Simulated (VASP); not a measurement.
A run of VASP 6.6.1 is set up as follows.

INCAR

```
ALGO     = Normal         # electronic algorithm
EDIFF    = 1E-7           # SCF threshold, eV
ENCUT    = 520            # plane-wave cutoff, eV
GGA      = PE             # functional
ISIF     = 2              # what is computed and relaxed
ISMEAR   = 0              # smearing method
LASPH    = True           # aspherical terms in the spheres
LCHARG   = False          # write CHGCAR
LREAL    = False          # projectors in reciprocal space
LWAVE    = False          # write WAVECAR
NBANDS   = 26             # bands
NELM     = 100            # most SCF steps
PREC     = Accurate       # precision mode
SIGMA    = 0.1            # smearing width, eV
```

Contents of KPOINTS:

```
k-points
0
Gamma
  6 6 4
```

POSCAR

```
Al2GaP3
1.0
    4.8317809094      0.0000000000      0.0000000000
   -2.4158904547      4.1844450131      0.0000000000
    0.0000000000      0.0000000000      5.3031475072
Al Ga P
2 1 3
Direct
    0.3333333333      0.6666666667      0.9174714431
    0.6666666667      0.3333333333      0.0825285569
    0.0000000000      0.0000000000      0.0000000000
    0.5000000000      0.0000000000      0.5000000000
    0.0000000000      0.5000000000      0.5000000000
    0.5000000000      0.5000000000      0.5000000000
```

Potentials or basis: VASP PAW PBE potentials, release 64 (Al, Ga_d, P).

The run is started by

```bash
$ cat potpaw_PBE.64/Al/POTCAR potpaw_PBE.64/Ga_d/POTCAR potpaw_PBE.64/P/POTCAR > POTCAR
$ mpirun -np 1 vasp_std > vasp.out
```

Task: Predict the largest force.

Result: 0.008 eV/Å.

Task: Predict the pressure.

Result: -0.3 GPa.

Task: What does it give for the band gap on the k mesh?

Result: Zero (band 17 reaches 7.60 eV, above the bottom of band 18 at 5.94 eV).

Forces in eV/Å, atoms in the order of the input:
```
Al   0.000  0.000  0.008
Al   0.000  0.000 -0.008
Ga   0.000  0.000  0.000
P    0.000  0.000  0.000
P    0.000  0.000  0.000
P    0.000  0.000  0.000
```
